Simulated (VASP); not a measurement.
Set up this calculation in VASP 6.6.1, as the native input.

```yaml
Task: single point
Functional: PBE
Potentials_or_basis: VASP PAW PBE potentials, release 64 (Ta_sv_GW, N)
Cutoff: 700 eV
k_mesh: 14 × 14 × 10
Occupations: gaussian, width 0.15 eV
Spin: no spin polarisation
Dipole_correction: no
Further_INCAR_settings: ALGO = Normal; EDIFF = 1e-06; NBANDS = 26
```

The structure of TaN lies in POSCAR:

```
TaN
1.0
    0.0000000000     -2.2081122572     -2.2081122572
    0.0000000000      2.2081122572     -2.2081122572
    4.4162245144      0.0000000000      0.0000000000
Ta N
2 2
Direct
    0.5000000000      0.5000000000     -0.0273545735
    0.0000000000      0.0000000000      0.5273545735
    0.5000000000      0.5000000000      0.4381824907
    0.0000000000      0.0000000000      0.0618175093
```

This cell differs from its parent crystal: atoms displaced along a vibrational mode.

These files were run (other wordings do the same):

INCAR

```
SYSTEM = TaN
ALGO = Normal ; EDIFF = 1E-6
ENCUT = 700 ; GGA = PE
GGA_COMPAT = .FALSE. ; ISIF = 2
ISMEAR = 0 ; LASPH = .TRUE.
LCHARG = .FALSE. ; LREAL = .FALSE.
LWAVE = .FALSE. ; NBANDS = 26
NELM = 120 ; PREC = Accurate
SIGMA = 0.15
```

KPOINTS

```
k-points
0
G
  14 14 10
  0 0 0
```

Potentials or basis: VASP PAW PBE potentials, release 64 (Ta_sv_GW, N).

Command:

```bash
$ cat potpaw_PBE.64/Ta_sv_GW/POTCAR potpaw_PBE.64/N/POTCAR > POTCAR
$ mpirun -np 1 vasp_std > vasp.out
```

It gave:

```json
{"Pressure": "3.1 GPa", "Largest force": "1.877 eV/Å", "Band gap on the k mesh": "zero (bands 18 and 19 overlap by 2.56 eV)"}
```

Caveat: the cell differs from its parent crystal (atoms displaced along a vibrational mode); the stress differs along the axes, from -9 to 28 GPa; spin-orbit coupling is left out, which moves the levels of the heavy elements; forces of over 1 eV/Å act on the atoms, so gaps and moduli don't describe the material at rest.

Wall time 4.3 min on 1 thread of AMD EPYC 7R43 64-Core Processor (Zen 3) (shared host), peak memory 0.4 GiB.
